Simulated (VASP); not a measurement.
BiP (rocksalt type), 2 atoms in the cell. Symmetry: Fm-3m, No. 225, cubic system. The conventional cell has a = 5.809 Å, b = 5.809 Å, c = 5.809 Å, α = 90.00°, β = 90.00°, γ = 90.00°. Bi (site symmetry m-3m) has 6 P at 2.90 Å within 3.8 Å. P (site symmetry m-3m) has 6 Bi at 2.90 Å within 3.8 Å. 

```yaml
Program: VASP 6.6.1
Task: electric field gradients
Functional: PBE
Potentials_or_basis: VASP PAW PBE potentials, release 64 (Bi_d, P)
Cutoff: 520 eV
k_mesh: 12 × 12 × 12
Occupations: fermi-dirac, width 0.05 eV
Spin: no spin polarisation
Dipole_correction: no
Further_INCAR_settings: ALGO = Normal; EDIFF = 1e-08; NBANDS = 17
```

Potentials or basis: VASP PAW PBE potentials, release 64 (Bi_d, P).

Run with:

```console
$ cat potpaw_PBE.64/Bi_d/POTCAR potpaw_PBE.64/P/POTCAR > POTCAR
$ mpirun -np 1 vasp_std > vasp.out
```

Hardware: 1 thread of Intel(R) Xeon(R) 6975P-C (Granite Rapids) (shared host).

Problem. Estimate the wall time of this run.

Solution. Wall time 32 s on 1 thread of Intel(R) Xeon(R) 6975P-C (Granite Rapids), with other jobs on the host, peak memory 0.2 GiB. Counts: scf iterations 17, k points 72.
